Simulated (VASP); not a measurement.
Here is a VASP 6.6.1 calculation.

INCAR

```
PREC = Accurate
ENCUT = 600
EDIFF = 1E-7
ISMEAR = 0
SIGMA = 0.1
LREAL = F
LASPH = T
NELM = 60
ALGO = Normal
ISIF = 3
LWAVE = F
LCHARG = F
GGA = PE
IBRION = 2
NSW = 100
EDIFFG = -0.01
```

File KPOINTS:

```
regular mesh
0
Gamma
  10 10 10
```

The input POSCAR:

```
Si4C
1.0
    4.0798227742      0.0000000000      0.0000000000
    0.0000000000      4.0798227742      0.0000000000
    0.0000000000      0.0000000000      4.0798227742
Si C
4 1
Direct
    0.0000000000      0.5000000000      0.5000000000
    0.5000000000      0.5000000000      0.0000000000
    0.5000000000      0.0000000000      0.5000000000
    0.0000000000      0.0000000000      0.0000000000
    0.5000000000      0.5000000000      0.5000000000
```

Potentials or basis: VASP PAW PBE potentials, release 64 (Si, C).

Command:

```sh
$ cat potpaw_PBE.64/Si/POTCAR potpaw_PBE.64/C/POTCAR > POTCAR
$ mpirun -np 1 vasp_std > vasp.out
```

Q: Predict the relaxed volume.

A: 13.24 Å³/atom.

Q: What does it give for the relaxed cell?

A: a = 4.045 Å, b = 4.045 Å, c = 4.045 Å, α = 90.00°, β = 90.00°, γ = 90.00°.

Q: Predict the band gap on the k mesh.

A: Zero (bands 10 and 11 overlap by 2.34 eV).

Q: Estimate the space group after relaxing (to 0.1 Å).

A: Pm-3m (No. 221).

The path:
```
step  energy change (eV)  largest force (eV/Å)  pressure (GPa)  volume (Å³)
   1              0.0000                0.0000           -2.60        67.91
   2             -0.0132                0.0000            0.73        65.76
   3             -0.0142                0.0000            0.01        66.20
```
